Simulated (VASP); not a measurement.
# TiAl (P-6m2) in VASP: notebook

The runs below take TiAl through single point, with PBEsol.

All numbers are computed with VASP 6.6.1; they aren't measurements. Logs are shortened: lines on timing, memory, paths and dates and some standing lists are left out, and cuts for length are marked.

### Step 1. The cell of the first run

Symmetry: P-6m2, No. 187, hexagonal system. The conventional cell has a = 2.800 Å, b = 2.800 Å, c = 5.173 Å, α = 90.00°, β = 90.00°, γ = 120.00°. Ti (site symmetry -6m2) has 6 Ti at 2.80 Å and 6 Al at 3.05 Å within 3.7 Å. Within 3.7 Å of Al (site symmetry -6m2) lie 6 Al at 2.80 Å and 6 Ti at 3.05 Å.

### Step 2. Single point, PBEsol

INCAR

```
  ALGO = Normal
  EDIFF = 1E-7
  ENCUT = 520
  GGA = PS
  ISIF = 2
  ISMEAR = 0
  LASPH = True
  LCHARG = False
  LREAL = False
  LWAVE = False
  NBANDS = 14
  NELM = 100
  PREC = Accurate
  SIGMA = 0.15
```

KPOINTS

```
k-points
0
Gamma
  18 18 10
```

POSCAR

```
TiAl
1.0
    2.8001000000      0.0000000000      0.0000000000
   -1.4000500000      2.4249577331      0.0000000000
    0.0000000000      0.0000000000      5.1735000000
Ti Al
1 1
Direct
    0.0000000000      0.0000000000      0.0000000000
    0.3333333333      0.6666666667      0.5000000000
```

Potentials or basis: VASP PAW PBE potentials, release 64 (Ti_sv, Al).

On the command line:

```bash
$ cat potpaw_PBE.64/Ti_sv/POTCAR potpaw_PBE.64/Al/POTCAR > POTCAR
$ mpirun -np 1 vasp_std > vasp.out
```

OUTCAR:

```text
EDIFF = 1E-7
   ENCUT = 520
   GGA = PS
   ISIF = 2
   ISMEAR = 0
   LASPH = True
   LREAL = False
   NELM = 100
   PREC = Accurate

 ion  position               nearest neighbor table
   1  0.000  0.000  0.000-   2 3.05   2 3.05   2 3.05   2 3.05   2 3.05   2 3.05
   2  0.333  0.667  0.500-   1 3.05   1 3.05   1 3.05   1 3.05   1 3.05   1 3.05

  LATTYP: Found a hexagonal cell.
 ALAT       =     2.8001000000
 C/A-ratio  =     1.8476125853

  Lattice vectors:

 A1 = (   2.8001000000,   0.0000000000,   0.0000000000)
 A2 = (  -1.4000500000,   2.4249577331,   0.0000000000)
 A3 = (   0.0000000000,   0.0000000000,   5.1735000000)

Analysis of symmetry for initial positions (statically):
=====================================================================
 Subroutine PRICEL returns:
 Original cell was already a primitive cell.

 Routine SETGRP: Setting up the symmetry group for a
 hexagonal supercell.

 Subroutine GETGRP returns: Found 12 space group operations
 (whereof 12 operations were pure point group operations)
 out of a pool of 24 trial point group operations.

The static configuration has the point symmetry D_3h.

Analysis of symmetry for dynamics (positions and initial velocities):
=====================================================================
 Subroutine PRICEL returns:
 Original cell was already a primitive cell.

 Routine SETGRP: Setting up the symmetry group for a
 hexagonal supercell.

 Subroutine GETGRP returns: Found 12 space group operations
 (whereof 12 operations were pure point group operations)
 out of a pool of 24 trial point group operations.

The dynamic configuration has the point symmetry D_3h.

 Subroutine INISYM returns: Found 12 space group operations
 (whereof 12 operations are pure point group operations),
 and found     1 'primitive' translations

----------------------------------------------------------------------------------------

                                     Primitive cell

  volume of cell :      35.1287

  direct lattice vectors                    reciprocal lattice vectors
     2.800100000  0.000000000  0.000000000     0.357130102  0.206189161  0.000000000
    -1.400050000  2.424957733  0.000000000     0.000000000  0.412378322  0.000000000
     0.000000000  0.000000000  5.173500000     0.000000000  0.000000000  0.193292742

  length of vectors
     2.800100000  2.800100000  5.173500000     0.412378322  0.412378322  0.193292742

[... 85 lines left out ...]
   NFREE  =      0    steps in history (QN), initial steepest desc. (CG)
   ISIF   =      2    stress and relaxation
   ISYM   =      2    0-nonsym 1-usesym 2-fastsym
   POTIM  = 0.5000    time-step for ionic-motion
   TEBEG  =    0.0;   TEEND  =   0.0 temperature during run
   PSTRESS=    0.0 pullay stress
   NELECT =      15.0000    total number of electrons
   NUPDOWN=      -1.0000    fix difference up-down
   EMIN   =  10.00;   EMAX   =-10.00  energy-range for DOS
   EFERMI =   0.00;   METHOD = LEGACY
   ISMEAR =     0;   SIGMA  =   0.15  broadening in eV -4-tet -1-fermi 0-gaus
   EFERMI_NEDOS =   21; number of points for ismear=-14 and -15
   IALGO  =     38    algorithm
   IMIX   =      4    mixing-type and parameters
     AMIX     =   0.40;   BMIX     =  1.00
     AMIX_MAG =   1.60;   BMIX_MAG =  1.00
  volume/ion in A,a.u.               =      17.56       118.53
  Fermi-wavevector in a.u.,A,eV,Ry     =   1.232777  2.329611 20.677307  1.519739
  Thomas-Fermi vector in A             =   2.367534
   LORBIT       =      0    0 simple, 1 ext, 2 COOP (PROOUT), +10 PAW based schemes
   GGA     = PS    functional components
   LHFCALC =     F    Hartree Fock is set to
   AEXX    =    0.0000 exact exchange contribution
   IVDW    =     0    specifies the selected vdW correction
   LEPSILON=     F    determine dielectric tensor
   LRPA    =     F    only Hartree local field effects (RPA)
 non-spin polarized calculation
 Gauss-broadening in eV      SIGMA  =   0.15
  energy-cutoff  :      520.00
  volume of cell :       35.13
 maximum number of plane-waves:       964
 NGX is ok and might be reduce to    24
   NGX = 11   NGY = 11   NGZ = 19

 number of electron      15.0000001 magnetization

 Free energy of the ion-electron system (eV)
  ---------------------------------------------------
  ext. energy  EPLUGINS =         0.00000000
  ---------------------------------------------------
  free energy    TOTEN  =       -12.69028951 eV

  energy without entropy =      -12.66843536  energy(sigma->0) =      -12.67936243

 E-fermi :   7.3963     XC(G=0): -10.7927

 val. band max:        7.3904668043   @ k =   0.2778   0.1667   0.1000
 cond. band min:       7.3968966260   @ k =   0.2778   0.1111   0.5000
 fundamental gap:      0.0064298216
 Fermi energy:         7.3963241080

 k-point     1 :       0.0000    0.0000    0.0000
  band No.  band energies     occupation
      1     -49.0776      2.00000
      2     -25.5139      2.00000
      3     -24.9763      2.00000
      4     -24.9763      2.00000
      5      -1.6086      2.00000
      6       4.5090      2.00000
      7       4.7065      2.00000
      8       8.5919      0.00000
      9       8.5919      0.00000
     10       9.6331      0.00000
     11      10.2350      0.00000
     12      10.2350      0.00000
     13      20.8193      0.00000
     14      20.9861      0.00000
[... 377 lines left out ...]
      1     -48.9515      2.00000
      2     -25.6451      2.00000
      3     -25.3988      2.00000
      4     -25.1881      2.00000
      5       3.3568      2.00000
      6       5.7033      2.00000
      7       5.9400      2.00000
      8       6.4936      2.00000
      9       9.0227      0.00000
     10      10.0899      0.00000
     11      10.8099      0.00000
     12      11.3595      0.00000
     13      12.6290      0.00000
     14      13.7150      0.00000

 [... further k-points ...]
[... 5 lines left out ...]
  --------------------------------------------------------------------------------------
  -------------------------------------------------------------------------------------
  Total       -0.1455528     -0.1455528     -4.4030278      0.0000000      0.0000000      0.0000000
  in kB       -6.6384845     -6.6384845   -200.8167060      0.0000000      0.0000000      0.0000000
  external PRESSURE =     -71.3645583 kB  Pullay stress =       0.0000000 kB

 VOLUME and BASIS-vectors are now :
 -----------------------------------------------------------------------------
  energy-cutoff  :      520.00
  volume of cell :       35.13
      direct lattice vectors                 reciprocal lattice vectors
     2.800100000  0.000000000  0.000000000     0.357130102  0.206189161  0.000000000
    -1.400050000  2.424957733  0.000000000     0.000000000  0.412378322  0.000000000
     0.000000000  0.000000000  5.173500000     0.000000000  0.000000000  0.193292742

 POSITION                                       TOTAL-FORCE (eV/Angst)
 -----------------------------------------------------------------------------------
      0.00000      0.00000      0.00000         0.000000      0.000000      0.000000
     -0.00000      1.61664      2.58675         0.000000      0.000000      0.000000
 -----------------------------------------------------------------------------------
    total drift:                                0.000000     -0.000000      0.000000

  FREE ENERGIE OF THE ION-ELECTRON SYSTEM (eV)
  ---------------------------------------------------
  free  energy   TOTEN  =       -12.6902895104 eV

  energy  without entropy=      -12.6684353577  energy(sigma->0) =      -12.67936243
```

OSZICAR:

```text
N       E                     dE             d eps       ncg     rms          rms(c)
DAV:   1     0.970175945889E+02    0.97018E+02   -0.70948E+03  6246   0.107E+03
DAV:   2    -0.827645758818E+01   -0.10529E+03   -0.10104E+03  6468   0.294E+02
DAV:   3    -0.139518064994E+02   -0.56753E+01   -0.55329E+01  9352   0.654E+01
DAV:   4    -0.141198465517E+02   -0.16804E+00   -0.16774E+00  7172   0.101E+01
DAV:   5    -0.141265511795E+02   -0.67046E-02   -0.67039E-02  9224   0.186E+00    0.890E+00
DAV:   6    -0.130973007550E+02    0.10293E+01   -0.51512E+00  7274   0.286E+01    0.397E+00
DAV:   7    -0.127284887570E+02    0.36881E+00   -0.76981E-01  6996   0.102E+01    0.201E+00
DAV:   8    -0.126927904604E+02    0.35698E-01   -0.17970E-01  6876   0.487E+00    0.784E-01
DAV:   9    -0.126914075993E+02    0.13829E-02   -0.31113E-02  7436   0.255E+00    0.287E-01
DAV:  10    -0.126902719165E+02    0.11357E-02   -0.47467E-03  7328   0.852E-01    0.615E-02
DAV:  11    -0.126903025395E+02   -0.30623E-04   -0.36397E-04  7544   0.164E-01    0.491E-02
DAV:  12    -0.126902943116E+02    0.82278E-05   -0.23249E-05  8032   0.435E-02    0.247E-02
DAV:  13    -0.126902897546E+02    0.45570E-05   -0.62609E-06  7288   0.298E-02    0.779E-03
DAV:  14    -0.126902895306E+02    0.22396E-06   -0.69504E-07  7642   0.732E-03    0.833E-04
DAV:  15    -0.126902895104E+02    0.20222E-07   -0.28016E-08  3906   0.180E-03
   1 F= -.12690290E+02 E0= -.12679362E+02  d E =-.218542E-01
```

Run time: 2.1 min. Hardware: 1 thread of Intel Xeon 8259CL, shared host; peak memory 0.25 GiB.

Results:

- Free energy: -12.6903 eV
- Pressure: -7.1 GPa
- Band gap on the k mesh: zero (an odd number of electrons rules out a gap without spin polarisation)

Levels at points of the mesh, in eV from the Fermi level:
```
           k point  band 4  band 5  band 6  band 7  band 8  band 9  band 10  band 11
(0.00, 0.00, 0.00)  -32.37   -9.00   -2.89   -2.69    1.20    1.20     2.24     2.84
(0.50, 0.00, 0.00)  -32.54   -3.47   -2.60   -1.57   -1.27    2.18     3.32     3.53
(0.00, 0.00, 0.50)  -32.37   -8.44   -5.42   -1.11    1.20    1.20     2.82     2.82
(0.50, 0.00, 0.50)  -32.54   -3.39   -2.53   -1.92    0.60    0.83     1.75     2.10
```

Caveat: the cell stands under tension; the PAW data sets were made with another functional, which shifts forces and pressure a little.

### Step 3. Single point, PBEsol

This run uses another cell than the first one, of 17.52 Å³/atom.

INCAR

```
SYSTEM = TiAl
PREC = Accurate
ENCUT = 520
EDIFF = 1E-6
ISMEAR = 0
SIGMA = 0.15
LREAL = .False.
LASPH = .True.
NELM = 80
ALGO = Fast
ISIF = 2
LWAVE = .False.
LCHARG = .False.
GGA = PS
NBANDS = 14
```

KPOINTS

```
Automatic mesh
0
Gamma
  18 18 10
  0 0 0
```

POSCAR

```
TiAl
1.0
    2.8475477334      0.0000000000      0.0000000000
   -1.4237738667      2.4660486756      0.0000000000
    0.0000000000      0.0000000000      4.9887000000
Ti Al
1 1
Direct
    0.0000000000      0.0000000000      0.0000000000
    0.3333333333      0.6666666667      0.5000000000
```

Potentials or basis: VASP PAW PBE potentials, release 64 (Ti_sv, Al).

On the command line:

```bash
$ cat potpaw_PBE.64/Ti_sv/POTCAR potpaw_PBE.64/Al/POTCAR > POTCAR
$ mpirun -np 1 vasp_std > vasp.out
```

Wall time 5.6 min (1 thread of Intel Xeon 8259CL, shared host); peak memory 0.25 GiB.

The run converged. Its results:

```
Free energy            : -12.8149 eV
Pressure               : -7.5 GPa
Band gap on the k mesh : zero (an odd number of electrons rules out a gap without spin polarisation)
```

Stress tensor (GPa, compression positive):
```
 -3.65   0.00   0.00
  0.00  -3.65   0.00
  0.00   0.00 -15.17
```

Levels at points of the mesh, in eV from the Fermi level:
```tsv
k point	band 4	band 5	band 6	band 7	band 8	band 9	band 10	band 11
(0.00, 0.00, 0.00)	-32.39	-8.86	-2.60	-2.32	1.23	1.23	2.76	2.76
(0.50, 0.00, 0.00)	-32.53	-3.50	-2.67	-1.50	-1.09	2.12	3.57	3.72
(0.00, 0.00, 0.50)	-32.39	-8.18	-5.31	-0.79	1.23	1.23	2.72	2.72
(0.50, 0.00, 0.50)	-32.53	-3.43	-2.46	-1.82	0.56	0.84	2.00	2.19
```

Caveat: the cell stands under tension; the PAW data sets were made with another functional, which shifts forces and pressure a little.

### Step 4. Single point, PBEsol

This run uses another cell than the first one, of 17.67 Å³/atom.

INCAR

```
  ALGO = Fast
  EDIFF = 1E-6
  ENCUT = 520
  GGA = PS
  ISIF = 2
  ISMEAR = 0
  LASPH = T
  LCHARG = F
  LREAL = F
  LWAVE = F
  NBANDS = 14
  NELM = 80
  PREC = Accurate
  SIGMA = 0.15
```

KPOINTS

```
k-points
0
Gamma
  18 18 10
```

POSCAR

```
TiAl
1.0
    2.9330000000      0.0000000000      0.0000000000
   -1.4665000000      2.5400525093      0.0000000000
    0.0000000000      0.0000000000      4.7424000000
Ti Al
1 1
Direct
    0.0000000000      0.0000000000      0.0000000000
    0.3333333333      0.6666666667      0.5000000000
```

On the command line:

```bash
$ cat potpaw_PBE.64/Ti_sv/POTCAR potpaw_PBE.64/Al/POTCAR > POTCAR
$ mpirun -np 1 vasp_std > vasp.out
```

It took 4.5 min on 1 thread of Intel Xeon 8259CL, shared host; peak memory 0.24 GiB.

It converged, with:

```
Free energy            : -12.8706 eV
Pressure               : -8.1 GPa
Band gap on the k mesh : zero (an odd number of electrons rules out a gap without spin polarisation)
```

Stress tensor (GPa, compression positive):
```
-7.78  0.00  0.00
 0.00 -7.78  0.00
 0.00  0.00 -8.75
```

Levels at points of the mesh, in eV from the Fermi level:
```tsv
k point	band 4	band 5	band 6	band 7	band 8	band 9	band 10	band 11
(0.00, 0.00, 0.00)	-32.48	-8.62	-2.20	-1.72	1.20	1.20	2.54	2.54
(0.50, 0.00, 0.00)	-32.59	-3.57	-2.80	-1.39	-0.88	1.94	3.64	3.80
(0.00, 0.00, 0.50)	-32.48	-7.76	-5.12	-0.35	1.21	1.21	2.47	2.47
(0.50, 0.00, 0.50)	-32.59	-3.51	-2.32	-1.72	0.43	0.92	1.74	2.77
```

Caveat: the cell stands under tension; the PAW data sets were made with another functional, which shifts forces and pressure a little.

### Step 5. Single point, PBEsol

This run uses another cell than the first one, of 17.77 Å³/atom.

INCAR

```
ALGO = Fast
EDIFF = 1E-6
ENCUT = 520
GGA = PS
ISIF = 2
ISMEAR = 0
LASPH = T
LCHARG = F
LREAL = F
LWAVE = F
NBANDS = 14
NELM = 80
PREC = Accurate
SIGMA = 0.15
```

KPOINTS is that of step 4.

POSCAR

```
TiAl
1.0
    2.9045000000      0.0000000000      0.0000000000
   -1.4522500000      2.5153707853      0.0000000000
    0.0000000000      0.0000000000      4.8655000000
Ti Al
1 1
Direct
    0.0000000000      0.0000000000      0.0000000000
    0.3333333333      0.6666666667      0.5000000000
```

Potentials or basis: VASP PAW PBE potentials, release 64 (Ti_sv, Al).

On the command line:

```bash
$ cat potpaw_PBE.64/Ti_sv/POTCAR potpaw_PBE.64/Al/POTCAR > POTCAR
$ mpirun -np 1 vasp_std > vasp.out
```

OUTCAR:

```text
EDIFF = 1E-6
   ENCUT = 520
   GGA = PS
   ISIF = 2
   ISMEAR = 0
   LASPH = T
   LREAL = F
   NELM = 80
   PREC = Accurate

 ion  position               nearest neighbor table
   1  0.000  0.000  0.000-   2 2.95   2 2.95   2 2.95   2 2.95   2 2.95   2 2.95
   2  0.333  0.667  0.500-   1 2.95   1 2.95   1 2.95   1 2.95   1 2.95   1 2.95

  LATTYP: Found a hexagonal cell.
 ALAT       =     2.9045000000
 C/A-ratio  =     1.6751592357

  Lattice vectors:

[... 586 lines left out ...]
      7       5.8510      2.00000
      8       6.4325      2.00000
      9       8.6802      0.00000
     10       9.9764      0.00000
     11      10.8137      0.00000
     12      11.4480      0.00000
     13      12.3628      0.00000
     14      13.1554      0.00000

 [... further k-points ...]
[... 5 lines left out ...]
  --------------------------------------------------------------------------------------
  -------------------------------------------------------------------------------------
  Total       -1.5479066     -1.5479066     -2.7180488      0.0000000      0.0000000      0.0000000
  in kB      -69.7677071    -69.7677071   -122.5087071      0.0000000      0.0000000      0.0000000
  external PRESSURE =     -87.3480405 kB  Pullay stress =       0.0000000 kB

 VOLUME and BASIS-vectors are now :
 -----------------------------------------------------------------------------
  energy-cutoff  :      520.00
  volume of cell :       35.55
      direct lattice vectors                 reciprocal lattice vectors
     2.904500000  0.000000000  0.000000000     0.344293338  0.198777851  0.000000000
    -1.452250000  2.515370785  0.000000000     0.000000000  0.397555703  0.000000000
     0.000000000  0.000000000  4.865500000     0.000000000  0.000000000  0.205528723

 POSITION                                       TOTAL-FORCE (eV/Angst)
 -----------------------------------------------------------------------------------
      0.00000      0.00000      0.00000         0.000000      0.000000      0.000000
     -0.00000      1.67691      2.43275        -0.000000     -0.000000      0.000000
 -----------------------------------------------------------------------------------
    total drift:                                0.000000     -0.000000      0.000000

  FREE ENERGIE OF THE ION-ELECTRON SYSTEM (eV)
  ---------------------------------------------------
  free  energy   TOTEN  =       -12.8430711793 eV

  energy  without entropy=      -12.8154700818  energy(sigma->0) =      -12.82927063
```

stdout:

```text
POSCAR found type information on POSCAR TiAl
 POSCAR found :  2 types and       2 ions
 scaLAPACK will be used
 -----------------------------------------------------------------------------
|                                                                             |
|                                                                             |
|     You enforced a specific xc type in the INCAR file but a different       |
|     I HOPE YOU KNOW WHAT YOU ARE DOING!                                     |
|                                                                             |
 -----------------------------------------------------------------------------

 LDA part: xc-table for (Slater+PW92), standard interpolation
 POSCAR, INCAR and KPOINTS ok, starting setup
 FFT: planning ... GRIDC
 FFT: planning ... GRID_SOFT
 FFT: planning ... GRID
 WAVECAR not read
 entering main loop
WARNING in EDDRMM: call to ZHEGV failed, returncode =   6  3      7
```

Run time: 5.1 min. Hardware: 1 thread of Intel Xeon 8259CL, shared host; peak memory 0.25 GiB.

What came out:

```yaml
Free_energy: -12.8431 eV
Pressure: -8.7 GPa
Band_gap_on_the_k_mesh: zero (an odd number of electrons rules out a gap without spin polarisation)
```

Levels at points of the mesh, in eV from the Fermi level:
```csv
k point,band 5,band 6,band 7,band 8,band 9,band 10
"(0.00, 0.00, 0.00)",-8.67,-2.36,-1.98,1.21,1.21,2.61
"(0.50, 0.00, 0.00)",-3.51,-2.74,-1.42,-0.95,2.00,3.67
"(0.00, 0.00, 0.50)",-7.90,-5.17,-0.53,1.22,1.22,2.56
"(0.50, 0.00, 0.50)",-3.44,-2.37,-1.73,0.48,0.87,1.85
```

Caveat: the cell stands under tension; the PAW data sets were made with another functional, which shifts forces and pressure a little.

### Step 6. The runs side by side

```csv
cell,gap on the mesh (eV),pressure (GPa)
"a = 2.800, b = 2.800, c = 5.173 Å, angles 90.0, 90.0, 120.0°, 2 atoms",none,-7.1
"a = 2.848, b = 2.848, c = 4.989 Å, angles 90.0, 90.0, 120.0°, 2 atoms",none,-7.5
"a = 2.933, b = 2.933, c = 4.742 Å, angles 90.0, 90.0, 120.0°, 2 atoms",none,-8.1
"a = 2.905, b = 2.905, c = 4.865 Å, angles 90.0, 90.0, 120.0°, 2 atoms",none,-8.7
```

Alike in all rows: task single point; level PBEsol; potentials or basis VASP PAW PBE potentials, release 64 (Ti_sv, Al); no spin polarisation; k mesh 18 × 18 × 10; cutoff (eV) 520; smearing gaussian 0.15 eV.

Caveats: the cell stands under tension; the PAW data sets were made with another functional, which shifts forces and pressure a little.

Total energies depend on the potentials used, so only differences within one code and one set of settings carry meaning.
